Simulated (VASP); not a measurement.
# CsPbCl3 (Pm-3m) in VASP: notebook, part 2 of 2

VASP 6.6.1. Earlier steps stand in the parts before.

### Step 3. Single point, r2SCAN

This run uses another cell than the first one, of 36.59 Å³/atom, 0.967 times its volume.

POSCAR

```
CsPbCl3
1.0
    5.6767292595      0.0000000000      0.0000000000
    0.0000000000      5.6767292595      0.0000000000
    0.0000000000      0.0000000000      5.6767292595
Cs Pb Cl
1 1 3
Direct
    0.0000000000      0.0000000000      0.0000000000
    0.5000000000      0.5000000000      0.5000000000
    0.5000000000      0.5000000000      0.0000000000
    0.0000000000      0.5000000000      0.5000000000
    0.5000000000      0.0000000000      0.5000000000
```

INCAR.step1

```
ALGO = Normal
EDIFF = 1E-4
ENCUT = 520
GGA = PE
ISMEAR = -1
LASPH = T
LCHARG = F
LREAL = F
LWAVE = T
NBANDS = 30
NELM = 100
PREC = Accurate
SIGMA = 0.02
```

INCAR.step2

```
ALGO = Normal
EDIFF = 1E-6
ENCUT = 520
ISIF = 2
ISMEAR = -1
ISTART = 1
LASPH = T
LCHARG = F
LMIXTAU = T
LREAL = F
LWAVE = F
METAGGA = R2SCAN
NBANDS = 30
NELM = 100
PREC = Accurate
SIGMA = 0.02
```

KPOINTS

```
k-points
0
Gamma
  4 4 4
```

Potentials or basis: VASP PAW PBE potentials, release 64 (Cs_sv, Pb_d, Cl).

On the command line:

```bash
cat potpaw_PBE.64/Cs_sv/POTCAR potpaw_PBE.64/Pb_d/POTCAR potpaw_PBE.64/Cl/POTCAR > POTCAR
cp INCAR.step1 INCAR
mpirun -np 1 vasp_std > vasp.out
cp INCAR.step2 INCAR
mpirun -np 1 vasp_std > vasp.out
```

OUTCAR:

```text
EDIFF = 1E-6
   ENCUT = 520
   ISIF = 2
   ISMEAR = -1
   ISTART = 1
   LASPH = T
   LREAL = F
   METAGGA = R2SCAN
   NELM = 100
   PREC = Accurate

 ion  position               nearest neighbor table
   1  0.000  0.000  0.000-
   2  0.500  0.500  0.500-   3 2.84   4 2.84   5 2.84   3 2.84   5 2.84   4 2.84
   3  0.500  0.500  0.000-   2 2.84   2 2.84
   4  0.000  0.500  0.500-   2 2.84   2 2.84
   5  0.500  0.000  0.500-   2 2.84   2 2.84

  LATTYP: Found a simple cubic cell.
 ALAT       =     5.6767292595

  Lattice vectors:

 A1 = (   5.6767292595,   0.0000000000,   0.0000000000)
 A2 = (   0.0000000000,   5.6767292595,   0.0000000000)
 A3 = (   0.0000000000,   0.0000000000,   5.6767292595)

Analysis of symmetry for initial positions (statically):
=====================================================================
 Subroutine PRICEL returns:
 Original cell was already a primitive cell.

 Routine SETGRP: Setting up the symmetry group for a
 simple cubic supercell.

 Subroutine GETGRP returns: Found 48 space group operations
 (whereof 48 operations were pure point group operations)
 out of a pool of 48 trial point group operations.

The static configuration has the point symmetry O_h .

Analysis of symmetry for dynamics (positions and initial velocities):
=====================================================================
 Subroutine PRICEL returns:
 Original cell was already a primitive cell.

 Routine SETGRP: Setting up the symmetry group for a
 simple cubic supercell.

 Subroutine GETGRP returns: Found 48 space group operations
 (whereof 48 operations were pure point group operations)
[... 105 lines left out ...]
   NUPDOWN=      -1.0000    fix difference up-down
   EMIN   =  10.00;   EMAX   =-10.00  energy-range for DOS
   EFERMI =   0.00;   METHOD = LEGACY
   ISMEAR =    -1;   SIGMA  =   0.02  broadening in eV -4-tet -1-fermi 0-gaus
   EFERMI_NEDOS =   21; number of points for ismear=-14 and -15
   IALGO  =     38    algorithm
   IMIX   =      4    mixing-type and parameters
     AMIX     =   0.40;   BMIX     =  1.00
     AMIX_MAG =   1.60;   BMIX_MAG =  1.00
  volume/ion in A,a.u.               =      36.59       246.90
  Fermi-wavevector in a.u.,A,eV,Ry     =   1.018109  1.923947 14.103059  1.036546
  Thomas-Fermi vector in A             =   2.151548
   LORBIT       =      0    0 simple, 1 ext, 2 COOP (PROOUT), +10 PAW based schemes
   METAGGA = R2SCAN    functional components
   LHFCALC =     F    Hartree Fock is set to
   AEXX    =    0.0000 exact exchange contribution
   IVDW    =     0    specifies the selected vdW correction
   LEPSILON=     F    determine dielectric tensor
   LRPA    =     F    only Hartree local field effects (RPA)
 non-spin polarized calculation
  energy-cutoff  :      520.00
  volume of cell :      182.93
 maximum number of plane-waves:      4956
   NGX = 21   NGY = 21   NGZ = 21

 number of electron      44.0000021 magnetization

 Free energy of the ion-electron system (eV)
  ---------------------------------------------------
  ext. energy  EPLUGINS =         0.00000000
  ---------------------------------------------------
  free energy    TOTEN  =      -108.17276222 eV

  energy without entropy =     -108.17276222  energy(sigma->0) =     -108.17276222

 E-fermi :   1.5444     XC(G=0):  -8.0774

 val. band max:        1.0979528649   @ k =   0.5000   0.5000   0.5000
 cond. band min:       3.5758223647   @ k =   0.5000   0.5000   0.5000
 fundamental gap:      2.4778694998
 Fermi energy:         1.5443609793

 k-point     1 :       0.0000    0.0000    0.0000
  band No.  band energies     occupation
      1     -20.7099      2.00000
      2     -16.1362      2.00000
      3     -16.1362      2.00000
      4     -15.9140      2.00000
      5     -15.9140      2.00000
      6     -15.9140      2.00000
[... 319 lines left out ...]
     29       7.3434      0.00000
     30       8.5572      0.00000

------------------------ aborting loop because EDIFF is reached ----------------------------------------

  FORCE on cell =-STRESS in cart. coord.  units (eV):
  Direction    XX          YY          ZZ          XY          YZ          ZX
  --------------------------------------------------------------------------------------
  -------------------------------------------------------------------------------------
  Total       -0.0181277     -0.0181277     -0.0181277      0.0000000      0.0000000      0.0000000
  in kB       -0.1587668     -0.1587668     -0.1587668      0.0000000      0.0000000      0.0000000
  external PRESSURE =      -0.1587668 kB  Pullay stress =       0.0000000 kB

 VOLUME and BASIS-vectors are now :
 -----------------------------------------------------------------------------
  energy-cutoff  :      520.00
  volume of cell :      182.93
      direct lattice vectors                 reciprocal lattice vectors
     5.676729260  0.000000000  0.000000000     0.176157776  0.000000000  0.000000000
     0.000000000  5.676729260  0.000000000     0.000000000  0.176157776  0.000000000
     0.000000000  0.000000000  5.676729260     0.000000000  0.000000000  0.176157776

 POSITION                                       TOTAL-FORCE (eV/Angst)
 -----------------------------------------------------------------------------------
      0.00000      0.00000      0.00000         0.000000      0.000000      0.000000
      2.83836      2.83836      2.83836         0.000000      0.000000      0.000000
      2.83836      2.83836      0.00000         0.000000      0.000000      0.000000
      0.00000      2.83836      2.83836         0.000000      0.000000      0.000000
      2.83836      0.00000      2.83836         0.000000      0.000000      0.000000
 -----------------------------------------------------------------------------------
    total drift:                                0.000000     -0.000000     -0.000000

  FREE ENERGIE OF THE ION-ELECTRON SYSTEM (eV)
  ---------------------------------------------------
  free  energy   TOTEN  =      -108.1727622199 eV

  energy  without entropy=     -108.1727622199  energy(sigma->0) =     -108.17276222
```

OUTCAR.step1:

```text
EDIFF = 1E-4
   ENCUT = 520
   GGA = PE
   ISMEAR = -1
   LASPH = T
[... 543 lines left out ...]
      2.83836      2.83836      2.83836         0.000000      0.000000      0.000000
      2.83836      2.83836      0.00000         0.000000      0.000000      0.000000
      0.00000      2.83836      2.83836         0.000000      0.000000      0.000000
      2.83836      0.00000      2.83836         0.000000      0.000000      0.000000
 -----------------------------------------------------------------------------------
    total drift:                                0.000000     -0.000000     -0.000000

  FREE ENERGIE OF THE ION-ELECTRON SYSTEM (eV)
  ---------------------------------------------------
  free  energy   TOTEN  =       -17.5345321663 eV

  energy  without entropy=      -17.5345321663  energy(sigma->0) =      -17.53453217
```

Wall time 2.5 min (1 thread of Intel Xeon Platinum 8488C (Sapphire Rapids), shared host); peak memory 0.3 GiB.

Results:

```yaml
Free_energy: -108.1728 eV
Pressure: 0.0 GPa
Band_gap_on_the_k_mesh: 2.48 eV, direct
```

Levels at points of the mesh, in eV from the valence-band top:
| k point | band 20 | band 21 | band 22 | band 23 | band 24 | band 25 |
| --- | --- | --- | --- | --- | --- | --- |
| (0.00, 0.00, 0.00) | -2.43 | -2.43 | -2.43 | 4.01 | 4.91 | 4.91 |
| (0.50, 0.00, 0.00) | -2.53 | -2.53 | -1.64 | 3.50 | 5.33 | 5.79 |
| (0.50, 0.50, 0.00) | -2.68 | -2.13 | -0.79 | 3.03 | 3.03 | 5.41 |
| (0.50, 0.50, 0.50) | -2.12 | -2.12 | 0.00 | 2.48 | 2.48 | 2.48 |

Caveat: the PAW data sets were made with another functional, which shifts forces and pressure a little; spin-orbit coupling is left out, which moves the levels of the heavy elements. r2SCAN opens gaps a little over a GGA but as a rule still falls short of measured ones.

### Step 4. Single point, r2SCAN

This run uses another cell than the first one, of 36.59 Å³/atom, 0.967 times its volume.

POSCAR is that of step 3.

INCAR.step1

```
SYSTEM = CsPbCl3
ALGO = Normal
EDIFF = 1E-4
ENCUT = 520
GGA = PE
ISMEAR = 0
LASPH = .True.
LCHARG = .False.
LREAL = .False.
LWAVE = .True.
NBANDS = 30
NELM = 60
PREC = Accurate
SIGMA = 0.01
```

INCAR.step2

```
SYSTEM = CsPbCl3
ALGO = Normal
EDIFF = 1E-6
ENCUT = 520
ISIF = 2
ISMEAR = 0
ISTART = 1
LASPH = .True.
LCHARG = .False.
LMIXTAU = .True.
LREAL = .False.
LWAVE = .False.
METAGGA = R2SCAN
NBANDS = 30
NELM = 60
PREC = Accurate
SIGMA = 0.01
```

KPOINTS

```
k-points
0
Gamma
  4 4 4
  0 0 0
```

On the command line:

```bash
cat potpaw_PBE.64/Cs_sv/POTCAR potpaw_PBE.64/Pb_d/POTCAR potpaw_PBE.64/Cl/POTCAR > POTCAR
cp INCAR.step1 INCAR
mpirun -np 1 vasp_std > vasp.out
cp INCAR.step2 INCAR
mpirun -np 1 vasp_std > vasp.out
```

It took 2.5 min on 1 thread of Intel Xeon Platinum 8488C (Sapphire Rapids), shared host; peak memory 0.31 GiB.

Results (log left out):

| Property | Result |
| --- | --- |
| Free energy | -108.1728 eV |
| Pressure | 0.0 GPa |
| Band gap on the k mesh | 2.48 eV, direct |

Levels at points of the mesh, in eV from the valence-band top:
```csv
k point,band 19,band 20,band 21,band 22,band 23,band 24,band 25,band 26
"(0.00, 0.00, 0.00)",-2.53,-2.43,-2.43,-2.43,4.01,4.91,4.91,5.89
"(0.50, 0.00, 0.00)",-2.63,-2.53,-2.53,-1.64,3.50,5.33,5.79,5.82
"(0.50, 0.50, 0.00)",-2.70,-2.68,-2.13,-0.79,3.03,3.03,5.41,6.07
"(0.50, 0.50, 0.50)",-2.12,-2.12,-2.12,0.00,2.48,2.48,2.48,5.88
```

Caveat: the PAW data sets were made with another functional, which shifts forces and pressure a little; spin-orbit coupling is left out, which moves the levels of the heavy elements. r2SCAN opens gaps a little over a GGA but as a rule still falls short of measured ones.

### Step 5. Summary

| level | cell | smearing | gap on the mesh (eV) | pressure (GPa) |
| --- | --- | --- | --- | --- |
| PBE | a = 5.740 Å, 5 atoms | fermi-dirac 0.02 eV | 2.22 | 0.0 |
| r2SCAN | a = 5.677 Å, 5 atoms | fermi-dirac 0.02 eV | 2.48 | 0.0 |
| r2SCAN | a = 5.677 Å, 5 atoms | gaussian 0.01 eV | 2.48 | 0.0 |

Alike in all rows: task single point; potentials or basis VASP PAW PBE potentials, release 64 (Cs_sv, Pb_d, Cl); no spin polarisation; k mesh 4 × 4 × 4; cutoff (eV) 520.

Caveats: spin-orbit coupling is left out, which moves the levels of the heavy elements; the PAW data sets were made with another functional, which shifts forces and pressure a little (some runs).

Total energies depend on the potentials used, so only differences within one code and one set of settings carry meaning.
